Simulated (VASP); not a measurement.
## Zr3Ag: electric field gradients with LDA

Crystal: Zr3Ag.

```xyz
4
Lattice="4.6117 0.0000 0.0000 0.0000 4.6117 0.0000 0.0000 0.0000 3.9860" Properties=species:S:1:pos:R:3 pbc="T T T"
Zr    2.3058    2.3058    0.0000
Zr    0.0000    2.3058    1.9930
Zr    2.3058    0.0000    1.9930
Ag    0.0000    0.0000    0.0000
```

This cell differs from its parent crystal: equal xx and yy strain of +1 %.

```json
{
 "Program": "VASP 6.6.1",
 "Task": "electric field gradients",
 "Functional": "LDA",
 "Potentials or basis": "VASP PAW LDA potentials, release 64 (Zr_sv, Ag)",
 "Cutoff": "520 eV",
 "k mesh": "7 × 7 × 8",
 "Occupations": "fermi-dirac, width 0.05 eV",
 "Spin": "no spin polarisation",
 "Dipole correction": "no",
 "Further INCAR settings": "ALGO = Normal; EDIFF = 1e-08; NBANDS = 32"
}
```

```
Pressure : -6.6 GPa
```

Stress tensor (GPa, compression positive):
```
-7.34  0.00  0.00
 0.00 -7.34  0.00
 0.00  0.00 -5.24
```

Levels at points of the mesh, in eV from the Fermi level:
| k point | band 21 | band 22 | band 23 | band 24 | band 25 | band 26 | band 27 | band 28 |
| --- | --- | --- | --- | --- | --- | --- | --- | --- |
| (0.00, 0.00, 0.00) | -0.87 | -0.83 | -0.83 | -0.20 | 2.05 | 2.05 | 3.17 | 3.17 |
| (0.00, 0.00, 0.50) | -0.90 | -0.90 | -0.80 | 0.85 | 0.86 | 0.86 | 2.15 | 2.15 |

Electric field gradients, principal values (V/Å²):
```
atom    least   middle  greatest (by size)
1 Zr    9.734    9.734             -19.469
2 Zr  -12.974  -19.798              32.772
3 Zr  -12.974  -19.798              32.772
4 Ag   -6.283   -6.283              12.566
```

Wall time 86 s on 1 thread of AMD EPYC 9R14 (Zen 4) (shared host), peak memory 0.21 GiB.

Caveat: the cell differs from its parent crystal (equal xx and yy strain of +1 %); without QUAD_EFG the Cq values of the log hold for a quadrupole moment of 1 mb, not for the nuclei.
